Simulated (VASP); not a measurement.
Wanted: the native input for a VASP 6.6.1 run.

| Property | Result |
| --- | --- |
| Task | single point |
| Functional | PBE |
| Potentials or basis | VASP PAW PBE potentials, release 64 (Sc_sv, Sb, Se) |
| Cutoff | 520 eV |
| k mesh | 3 × 3 × 4 |
| Occupations | gaussian, width 0.1 eV |
| Spin | no spin polarisation |
| Dipole correction | no |
| Further INCAR settings | ALGO = Normal; EDIFF = 1e-07; NBANDS = 25 |

The structure of ScSbSe3 lies in POSCAR:

```
ScSbSe3
1.0
    5.9998103600      0.0000000000      0.0000000000
   -2.9999051800      5.1959881900      0.0000000000
    0.0000000000      0.0000000000      4.9309315000
Sc Sb Se
1 1 3
Direct
    0.0000000000      0.0000000000      0.5000000000
    0.0000000000      0.0000000000      0.0000000000
    0.5000000000      0.0000000000      0.5000000000
    0.0000000000      0.5000000000      0.5000000000
    0.5000000000      0.5000000000      0.5000000000
```

The cell was generated, and may not be a known phase.

The input as run:

INCAR

```
SYSTEM = ScSbSe3
ALGO = Normal ; EDIFF = 1E-7
ENCUT = 520 ; GGA = PE
ISIF = 2 ; ISMEAR = 0
LASPH = .True. ; LCHARG = .False.
LREAL = .False. ; LWAVE = .False.
NBANDS = 25 ; NELM = 100
PREC = Accurate ; SIGMA = 0.1
```

KPOINTS

```
k-points
0
Gamma
  3 3 4
  0 0 0
```

Potentials or basis: VASP PAW PBE potentials, release 64 (Sc_sv, Sb, Se).

Command:

```sh
$ cat potpaw_PBE.64/Sc_sv/POTCAR potpaw_PBE.64/Sb/POTCAR potpaw_PBE.64/Se/POTCAR > POTCAR
$ mpirun -np 1 vasp_std > vasp.out
```

It gave:

```yaml
Pressure: 1.6 GPa
Band_gap_on_the_k_mesh: zero (bands 17 and 18 overlap by 0.63 eV)
```

Caveat: the k points lie up to 0.40 Å⁻¹ apart, too coarse for converged energies and pressures of a metal; spin-orbit coupling is left out, which moves the levels of the heavy elements.

Wall time 100 s on 1 thread of Oxide Virtual Turin-like Processor, with other jobs on the host, peak memory 0.27 GiB.
